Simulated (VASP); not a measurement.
# LaB6 (Pm-3m) in VASP: notebook

The runs below take LaB6 through single point, relaxation of cell and atoms, with PBEsol.

Program: VASP 6.6.1. These are calculated values, not measurements. Logs are shortened: lines on timing, memory, paths and dates and some standing lists are left out, and cuts for length are marked.

## 1. The cell of the first run

Symmetry: Pm-3m, No. 221, cubic system. Conventional cell: a = 4.130 Å, b = 4.130 Å, c = 4.130 Å, α = 90.00°, β = 90.00°, γ = 90.00°. La (site symmetry m-3m) has 24 B at 3.03 Å and 6 La at 4.13 Å within 4.2 Å. B (site symmetry 4mm) has 5 B at 1.65 to 1.75 Å within 2.2 Å.

## 2. Single point, PBEsol

INCAR reads:

```
PREC = Accurate ; ENCUT = 520
EDIFF = 1E-6 ; ISMEAR = 0
SIGMA = 0.1 ; LREAL = False
LASPH = True ; NELM = 100
ALGO = Normal ; ISIF = 2
LWAVE = False ; LCHARG = False
GGA = PS ; NBANDS = 24
```

KPOINTS reads:

```
Automatic mesh
0
Gamma
  8 8 8
```

POSCAR reads:

```
LaB6
1.0
    4.1298467558      0.0000000000      0.0000000000
    0.0000000000      4.1298467558      0.0000000000
    0.0000000000      0.0000000000      4.1298467558
La B
1 6
Direct
    0.0000000000      0.0000000000      0.0000000000
    0.1996700991      0.5000000000      0.5000000000
    0.5000000000      0.1996700991      0.5000000000
    0.8003299009      0.5000000000      0.5000000000
    0.5000000000      0.8003299009      0.5000000000
    0.5000000000      0.5000000000      0.1996700991
    0.5000000000      0.5000000000      0.8003299009
```

Potentials or basis: VASP PAW PBE potentials, release 64 (La, B).

Run with:

```
> cat potpaw_PBE.64/La/POTCAR potpaw_PBE.64/B/POTCAR > POTCAR
> mpirun -np 1 vasp_std > vasp.out
```

OUTCAR:

```text
PREC = Accurate
   ENCUT = 520
   EDIFF = 1E-6
   ISMEAR = 0
   LREAL = False
   LASPH = True
   NELM = 100
   ISIF = 2
   GGA = PS

 ion  position               nearest neighbor table
   1  0.000  0.000  0.000-
   2  0.200  0.500  0.500-   4 1.65   3 1.75   5 1.75   6 1.75   7 1.75
   3  0.500  0.200  0.500-   5 1.65   4 1.75   2 1.75   6 1.75   7 1.75
   4  0.800  0.500  0.500-   2 1.65   3 1.75   5 1.75   6 1.75   7 1.75
   5  0.500  0.800  0.500-   3 1.65   2 1.75   4 1.75   6 1.75   7 1.75
   6  0.500  0.500  0.200-   7 1.65   3 1.75   4 1.75   5 1.75   2 1.75
   7  0.500  0.500  0.800-   6 1.65   3 1.75   4 1.75   5 1.75   2 1.75

  LATTYP: Found a simple cubic cell.
 ALAT       =     4.1298467558

  Lattice vectors:

 A1 = (   4.1298467558,   0.0000000000,   0.0000000000)
 A2 = (   0.0000000000,   4.1298467558,   0.0000000000)
 A3 = (   0.0000000000,   0.0000000000,   4.1298467558)

Analysis of symmetry for initial positions (statically):
=====================================================================
 Subroutine PRICEL returns:
 Original cell was already a primitive cell.

 Routine SETGRP: Setting up the symmetry group for a
 simple cubic supercell.

 Subroutine GETGRP returns: Found 48 space group operations
 (whereof 48 operations were pure point group operations)
 out of a pool of 48 trial point group operations.

The static configuration has the point symmetry O_h .

Analysis of symmetry for dynamics (positions and initial velocities):
=====================================================================
 Subroutine PRICEL returns:
 Original cell was already a primitive cell.

 Routine SETGRP: Setting up the symmetry group for a
 simple cubic supercell.

 Subroutine GETGRP returns: Found 48 space group operations
 (whereof 48 operations were pure point group operations)
 out of a pool of 48 trial point group operations.

The dynamic configuration has the point symmetry O_h .

 Subroutine INISYM returns: Found 48 space group operations
 (whereof 48 operations are pure point group operations),
 and found     1 'primitive' translations

----------------------------------------------------------------------------------------

                                     Primitive cell

  volume of cell :      70.4372

  direct lattice vectors                    reciprocal lattice vectors
     4.129846756  0.000000000  0.000000000     0.242139735  0.000000000  0.000000000
     0.000000000  4.129846756  0.000000000     0.000000000  0.242139735  0.000000000
     0.000000000  0.000000000  4.129846756     0.000000000  0.000000000  0.242139735

  length of vectors
     4.129846756  4.129846756  4.129846756     0.242139735  0.242139735  0.242139735

  position of ions in fractional coordinates (direct lattice)
     0.000000000  0.000000000  0.000000000
     0.199670099  0.500000000  0.500000000
     0.500000000  0.199670099  0.500000000
     0.800329901  0.500000000  0.500000000
     0.500000000  0.800329901  0.500000000
     0.500000000  0.500000000  0.199670099
     0.500000000  0.500000000  0.800329901

  ion indices of the primitive-cell ions
   primitive index   ion index
                 1           1
                 2           2
                 3           3
                 4           4
                 5           5
                 6           6
                 7           7

----------------------------------------------------------------------------------------

 KPOINTS: Automatic mesh

Automatic generation of k-mesh.
 Grid dimensions read from file:
 generate k-points for:    8    8    8

 Generating k-lattice:

  Cartesian coordinates                     Fractional coordinates (reciprocal lattice)
     0.030267467  0.000000000  0.000000000     0.125000000  0.000000000  0.000000000
     0.000000000  0.030267467  0.000000000     0.000000000  0.125000000  0.000000000
     0.000000000  0.000000000  0.030267467     0.000000000  0.000000000  0.125000000

  Length of vectors
     0.030267467  0.030267467  0.030267467

  Shift w.r.t. Gamma in fractional coordinates (k-lattice)
     0.000000000  0.000000000  0.000000000

 Subroutine IBZKPT returns following result:
 ===========================================

 Found     35 irreducible k-points:

 Following reciprocal coordinates:
            Coordinates               Weight
  0.000000  0.000000  0.000000      1.000000
  0.125000  0.000000  0.000000      6.000000
  0.250000  0.000000  0.000000      6.000000
  0.375000  0.000000  0.000000      6.000000
  0.500000  0.000000  0.000000      3.000000
  0.125000  0.125000  0.000000     12.000000
[... 16 lines left out ...]
  0.375000  0.375000  0.125000     24.000000
  0.500000  0.375000  0.125000     24.000000
 [... further k-points ...]
   k-points           NKPTS =     35   k-points in BZ     NKDIM =     35   number of bands    NBANDS=     24
   number of dos      NEDOS =    301   number of ions     NIONS =      7
   total plane-waves  NPLWV =  32768
   dimension x,y,z NGX =    32 NGY =   32 NGZ =   32
   dimension x,y,z NGXF=    64 NGYF=   64 NGZF=   64
   ions per type =               1   6
   NGX,Y,Z   is equivalent  to a cutoff of  12.88, 12.88, 12.88 a.u.
   NGXF,Y,Z  is equivalent  to a cutoff of  25.76, 25.76, 25.76 a.u.
 SYSTEM =  unknown system
   PREC   = accura    normal or accurate (medium, high low for compatibility)
   ISTART =      0    job   : 0-new  1-cont  2-samecut
   ICHARG =      2    charge: 1-file 2-atom 10-const
   ISPIN  =      1    spin polarized calculation?
   LNONCOLLINEAR =      F non collinear calculations
   LSORBIT =      F    spin-orbit coupling
   LASPH  =      T    aspherical Exc in radial PAW
   ENCUT  =  520.0 eV  38.22 Ry    6.18 a.u.   7.68  7.68  7.68*2*pi/ulx,y,z
   NELM   =    100;   NELMIN=  2; NELMDL= -5     # of ELM steps
   EDIFF  = 0.1E-05   stopping-criterion for ELM
   LREAL  =      F    real-space projection
   EDIFFG = 0.1E-04   stopping-criterion for IOM
   NSW    =      0    number of steps for IOM
   IBRION =     -1    ionic relax: 0-MD 1-quasi-New 2-CG
   NFREE  =      0    steps in history (QN), initial steepest desc. (CG)
   ISIF   =      2    stress and relaxation
   ISYM   =      2    0-nonsym 1-usesym 2-fastsym
   POTIM  = 0.5000    time-step for ionic-motion
   TEBEG  =    0.0;   TEEND  =   0.0 temperature during run
   PSTRESS=    0.0 pullay stress
   NELECT =      29.0000    total number of electrons
   NUPDOWN=      -1.0000    fix difference up-down
   EMIN   =  10.00;   EMAX   =-10.00  energy-range for DOS
   EFERMI =   0.00;   METHOD = LEGACY
   ISMEAR =     0;   SIGMA  =   0.10  broadening in eV -4-tet -1-fermi 0-gaus
   EFERMI_NEDOS =   21; number of points for ismear=-14 and -15
   IALGO  =     38    algorithm
   IMIX   =      4    mixing-type and parameters
     AMIX     =   0.40;   BMIX     =  1.00
     AMIX_MAG =   1.60;   BMIX_MAG =  1.00
  volume/ion in A,a.u.               =      10.06        67.90
  Fermi-wavevector in a.u.,A,eV,Ry     =   1.217887  2.301472 20.180815  1.483248
  Thomas-Fermi vector in A             =   2.353192
   LORBIT       =      0    0 simple, 1 ext, 2 COOP (PROOUT), +10 PAW based schemes
   GGA     = PS    functional components
   LHFCALC =     F    Hartree Fock is set to
   AEXX    =    0.0000 exact exchange contribution
   IVDW    =     0    specifies the selected vdW correction
   LEPSILON=     F    determine dielectric tensor
   LRPA    =     F    only Hartree local field effects (RPA)
 non-spin polarized calculation
 Gauss-broadening in eV      SIGMA  =   0.10
  energy-cutoff  :      520.00
  volume of cell :       70.44
 maximum number of plane-waves:      1924
 NGX is ok and might be reduce to    32
   NGX = 15   NGY = 15   NGZ = 15

 number of electron      29.0000002 magnetization

 Free energy of the ion-electron system (eV)
  ---------------------------------------------------
  ext. energy  EPLUGINS =         0.00000000
  ---------------------------------------------------
  free energy    TOTEN  =       -51.53763323 eV

  energy without entropy =      -51.53427789  energy(sigma->0) =      -51.53595556

 E-fermi :   8.5632     XC(G=0): -11.4507

 val. band max:        8.4284619327   @ k =   0.3750   0.2500   0.1250
 cond. band min:       8.5712551666   @ k =   0.2500   0.2500   0.0000
 fundamental gap:      0.1427932340
 Fermi energy:         8.5631909576

 k-point     1 :       0.0000    0.0000    0.0000
  band No.  band energies     occupation
      1     -24.3047      2.00000
      2      -8.0568      2.00000
      3      -8.0568      2.00000
      4      -8.0568      2.00000
      5      -6.9768      2.00000
      6       0.6488      2.00000
[... 16 lines left out ...]
     23      10.8044      0.00000
     24      11.9428      0.00000

 k-point     2 :       0.1250    0.0000    0.0000
  band No.  band energies     occupation
      1     -24.3007      2.00000
      2      -8.2453      2.00000
      3      -8.0437      2.00000
      4      -8.0437      2.00000
      5      -6.7828      2.00000
      6      -0.1292      2.00000
[... 16 lines left out ...]
     23      10.9049      0.00000
     24      11.8824      0.00000

 k-point     3 :       0.2500    0.0000    0.0000
  band No.  band energies     occupation
      1     -24.2911      2.00000
      2      -8.5759      2.00000
      3      -8.0118      2.00000
      4      -8.0118      2.00000
      5      -6.4219      2.00000
      6      -1.0792      2.00000
[... 16 lines left out ...]
     23      11.2637      0.00000
     24      11.3490      0.00000

 k-point     4 :       0.3750    0.0000    0.0000
  band No.  band energies     occupation
      1     -24.2814      2.00000
      2      -8.8313      2.00000
      3      -7.9793      2.00000
      4      -7.9793      2.00000
      5      -6.1052      2.00000
      6      -1.7629      2.00000
[... 16 lines left out ...]
     23      10.9652      0.00000
     24      10.9652      0.00000

 k-point     5 :       0.5000    0.0000    0.0000
  band No.  band energies     occupation
      1     -24.2774      2.00000
      2      -8.9249      2.00000
      3      -7.9657      2.00000
      4      -7.9657      2.00000
      5      -5.9741      2.00000
      6      -2.0193      2.00000
[... 16 lines left out ...]
     23      10.9764      0.00000
     24      11.0987      0.00000

 k-point     6 :       0.1250    0.1250    0.0000
  band No.  band energies     occupation
      1     -24.2968      2.00000
      2      -8.2959      2.00000
      3      -8.1289      2.00000
      4      -8.0310      2.00000
      5      -6.6408      2.00000
      6      -0.3027      2.00000
[... 16 lines left out ...]
     23      10.9891      0.00000
     24      11.9332      0.00000
[... 379 lines left out ...]
 k-point    21 :       0.3750    0.2500    0.1250
  band No.  band energies     occupation
      1     -24.2645      2.00000
      2      -8.6372      2.00000
      3      -8.2744      2.00000
      4      -8.0249      2.00000
      5      -6.2070      2.00000
      6      -1.2066      2.00000
[... 16 lines left out ...]
     23      11.4069      0.00000
     24      11.8458      0.00000

 k-point    22 :       0.5000    0.2500    0.1250
  band No.  band energies     occupation
      1     -24.2606      2.00000
      2      -8.7072      2.00000
      3      -8.2456      2.00000
      4      -8.0089      2.00000
      5      -6.1969      2.00000
      6      -1.3567      2.00000
[... 16 lines left out ...]
     23      11.3721      0.00000
     24      12.2563      0.00000

 k-point    23 :       0.3750    0.3750    0.1250
  band No.  band energies     occupation
      1     -24.2553      2.00000
      2      -8.5402      2.00000
      3      -8.4383      2.00000
      4      -7.9924      2.00000
      5      -6.2970      2.00000
      6      -0.9711      2.00000
[... 16 lines left out ...]
     23      11.5384      0.00000
     24      12.0776      0.00000

 k-point    24 :       0.5000    0.3750    0.1250
  band No.  band energies     occupation
      1     -24.2514      2.00000
      2      -8.5674      2.00000
      3      -8.4296      2.00000
      4      -7.9784      2.00000
      5      -6.3432      2.00000
      6      -0.9777      2.00000
[... 16 lines left out ...]
     23      11.7751      0.00000
     24      12.1231      0.00000

 [... further k-points ...]

------------------------ aborting loop because EDIFF is reached ----------------------------------------

  FORCE on cell =-STRESS in cart. coord.  units (eV):
  Direction    XX          YY          ZZ          XY          YZ          ZX
  --------------------------------------------------------------------------------------
  -------------------------------------------------------------------------------------
  Total        0.0458283      0.0458283      0.0458283     -0.0000000      0.0000000      0.0000000
  in kB        1.0424191      1.0424191      1.0424191     -0.0000000      0.0000000      0.0000000
  external PRESSURE =       1.0424191 kB  Pullay stress =       0.0000000 kB

 VOLUME and BASIS-vectors are now :
 -----------------------------------------------------------------------------
  energy-cutoff  :      520.00
  volume of cell :       70.44
      direct lattice vectors                 reciprocal lattice vectors
     4.129846756  0.000000000  0.000000000     0.242139735  0.000000000  0.000000000
     0.000000000  4.129846756  0.000000000     0.000000000  0.242139735  0.000000000
     0.000000000  0.000000000  4.129846756     0.000000000  0.000000000  0.242139735

 POSITION                                       TOTAL-FORCE (eV/Angst)
 -----------------------------------------------------------------------------------
      0.00000      0.00000      0.00000        -0.000000      0.000000      0.000000
      0.82461      2.06492      2.06492        -0.028941     -0.000000      0.000000
      2.06492      0.82461      2.06492        -0.000000     -0.028941      0.000000
      3.30524      2.06492      2.06492         0.028941      0.000000      0.000000
      2.06492      3.30524      2.06492         0.000000      0.028941     -0.000000
      2.06492      2.06492      0.82461        -0.000000     -0.000000     -0.028941
      2.06492      2.06492      3.30524         0.000000      0.000000      0.028941
 -----------------------------------------------------------------------------------
    total drift:                               -0.000000     -0.000000      0.000000

  FREE ENERGIE OF THE ION-ELECTRON SYSTEM (eV)
  ---------------------------------------------------
  free  energy   TOTEN  =       -51.5376332270 eV

  energy  without entropy=      -51.5342778899  energy(sigma->0) =      -51.53595556
```

Run time: 47 s. Hardware: 1 thread of Intel Xeon Platinum 8488C (Sapphire Rapids), shared host; peak memory 0.21 GiB.

Results:

| Property | Result |
| --- | --- |
| Free energy | -51.5376 eV |
| Pressure | 0.1 GPa |
| Largest force | 0.029 eV/Å |
| Band gap on the k mesh | zero (an odd number of electrons rules out a gap without spin polarisation) |

Forces in eV/Å, atoms in the order of the input:
```
La   0.000  0.000  0.000
B   -0.029  0.000  0.000
B    0.000 -0.029  0.000
B    0.029  0.000  0.000
B    0.000  0.029  0.000
B    0.000  0.000 -0.029
B    0.000  0.000  0.029
```

Levels at points of the mesh, in eV from the Fermi level:
```
           k point  band 12  band 13  band 14  band 15  band 16  band 17
(0.00, 0.00, 0.00)    -1.80    -1.80    -1.80     0.30     0.30     0.30
(0.50, 0.00, 0.00)    -3.39    -3.10    -2.49    -1.40     1.65     1.68
(0.50, 0.50, 0.00)    -4.43    -2.80    -2.80     1.15     1.15     2.17
(0.50, 0.50, 0.50)    -2.30    -2.30    -2.30     1.64     1.96     1.96
```

Caveat: the PAW data sets were made with another functional, which shifts forces and pressure a little; spin-orbit coupling is left out, which moves the levels of the heavy elements; an odd number of electrons without spin polarisation forces a metal; a magnetic or distorted state may lie lower.

(Part 1 of 2 ends here.)

The gap in the log of VASP goes by the Fermi energy; the results here count the filled bands.